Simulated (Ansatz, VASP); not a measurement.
# Te in VASP and in Ansatz

INCAR

```
PREC = Accurate ; ENCUT = 520
EDIFF = 1E-7 ; ISMEAR = -1
SIGMA = 0.1 ; LREAL = F
LASPH = T ; NELM = 80
ALGO = Normal ; ISIF = 2
LWAVE = F ; LCHARG = T
GGA = PS ; LELF = T
LVHAR = T ; NBANDS = 9
```

The input KPOINTS:

```
regular mesh
0
Gamma
  13 13 13
```

The input POSCAR:

```
Te
1.0
    0.0000000000      2.3760217786      2.3760217786
    2.3760217786      0.0000000000      2.3760217786
    2.3760217786      2.3760217786      0.0000000000
Te
1
Direct
    0.0000000000      0.0000000000      0.0000000000
```

Input for Ansatz:

```yaml
crystal:
  lattice:
    - [0.0, 2.3760217786, 2.3760217786]
    - [2.3760217786, 0.0, 2.3760217786]
    - [2.3760217786, 2.3760217786, 0.0]
  atoms:
    - { symbol: Te, position: [0.0, 0.0, 0.0] }
hamiltonian:
  xc: pbesol
  pseudopotentials:
    kind: paw
    azcp:
      Te: "pseudopotentials/Te.paw.azcp"
basis:
  ecutwfc: 420
  fft_grid_basis: typed
kpoints:
  mp_grid: { grid: [13, 13, 13], shift: [0, 0, 0] }
magnetization:
  spin_polarized: false
scf:
  occupations: { method: fermi_dirac, width: 0.1 }
  lower_state_search: "off"
output:
  stress: true
```

Alike in both runs: task single point; functional PBEsol; k mesh 13 × 13 × 13; occupations fermi-dirac, width 0.1 eV; no spin polarisation.

|  | VASP | Ansatz |
| --- | --- | --- |
| version | VASP 6.6.1 | Ansatz 0.2.0 |
| potentials or method | VASP PAW PBE potentials, release 64 (Te), cutoff 520 eV | plane waves (420 eV) with PAW, scalar-relativistic |
| valence electrons in the cell | 6 | 16 |

```csv
,VASP,Ansatz,Ansatz less VASP
pressure (GPa),-0.2,-0.2,+0.01
```

VASP's potentials were made for PBE, not for PBEsol, and Ansatz warns of the same on its side. With one functional, cell and mesh, what is left measures potentials, basis and numerics. VASP's potentials hold 6 valence electrons a cell and Ansatz's 16, so a difference there can come from the potentials and not from the codes.

Neither program's run includes spin-orbit coupling.
